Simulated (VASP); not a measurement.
Crystal: Al3InSb4.

```
Al In Sb
1.0
    -4.46849    0.03381   -0.03921
    -0.05538   -0.10420   -6.31670
     0.06759   -8.80571   -0.14747
Al In Sb
3 1 4
Direct
  0.99869 0.99576 0.99909
  0.50507 0.50217 0.75730
  0.50328 0.50332 0.23376
  0.98291 0.99640 0.50336
  0.50376 0.75533 0.00067
  0.97860 0.25974 0.77191
  0.54156 0.72428 0.49398
  0.98613 0.26300 0.23992
```

| Quantity | Value |
| --- | --- |
| Program | VASP 6.6.1 |
| Task | relaxation of cell and atoms |
| Functional | PBE |
| Potentials or basis | VASP PAW PBE potentials, release 64 (Al, In_d, Sb) |
| Cutoff | 600 eV |
| k mesh | 4 × 2 × 2 |
| Occupations | gaussian, width 0.1 eV |
| Spin | no spin polarisation |

At the start: pressure 1.6 GPa; volume 31.06 Å³/atom.

How do energy, volume and symmetry change on relaxing?

Over 20 steps the energy falls by 62.0 meV/atom and the volume is 31.67 Å³/atom (+2.0 %); space group Pmm2 (No. 25, to 0.05 Å).

The path:
| step | energy change (eV) | largest force (eV/Å) | pressure (GPa) | volume (Å³) |
| --- | --- | --- | --- | --- |
| 1 | 0.0000 | 1.7907 | 1.57 | 248.45 |
| 2 | -0.3810 | 0.7160 | -1.03 | 259.44 |
| 3 | -0.3816 | 0.7369 | -0.95 | 258.94 |
| 4 | -0.4682 | 0.3332 | -0.10 | 253.61 |
| 5 | -0.4763 | 0.1947 | 0.29 | 251.51 |
| 6 | -0.4861 | 0.1155 | -0.01 | 253.13 |
| 7 | -0.4867 | 0.1314 | -0.10 | 253.66 |
| 8 | -0.4911 | 0.0760 | -0.07 | 253.46 |
| 9 | -0.4918 | 0.0615 | -0.04 | 253.35 |
| 10 | -0.4929 | 0.0409 | 0.04 | 252.89 |
| 11 | -0.4930 | 0.0416 | 0.07 | 252.71 |
| 12 | -0.4936 | 0.0422 | -0.01 | 253.16 |
| 13 | -0.4938 | 0.0474 | -0.07 | 253.54 |
| 14 | -0.4943 | 0.0375 | -0.06 | 253.43 |
| 15 | -0.4949 | 0.0387 | -0.01 | 253.20 |
| 16 | -0.4944 | 0.0807 | 0.08 | 252.73 |
| 17 | -0.4950 | 0.0493 | 0.02 | 253.06 |
| 18 | -0.4956 | 0.0418 | 0.02 | 253.12 |
| 19 | -0.4957 | 0.0419 | 0.01 | 253.16 |
| 20 | -0.4961 | 0.0247 | -0.02 | 253.32 |

Final structure:
```
Al In Sb
1.0
    -4.50093    0.00036   -0.00166
    -0.00223   -0.00100   -6.24891
    -0.00065   -9.00667   -0.00314
Al In Sb
3 1 4
Direct
  0.99924 0.00197 0.99999
  0.49933 0.50010 0.75636
  0.49938 0.50011 0.24355
  0.00167 0.99881 0.50007
  0.49944 0.75691 0.99996
  0.99962 0.25908 0.76027
  0.50172 0.72422 0.49993
  0.99960 0.25880 0.23986
```

Caveat: the k points lie up to 0.50 Å⁻¹ apart in the final cell.
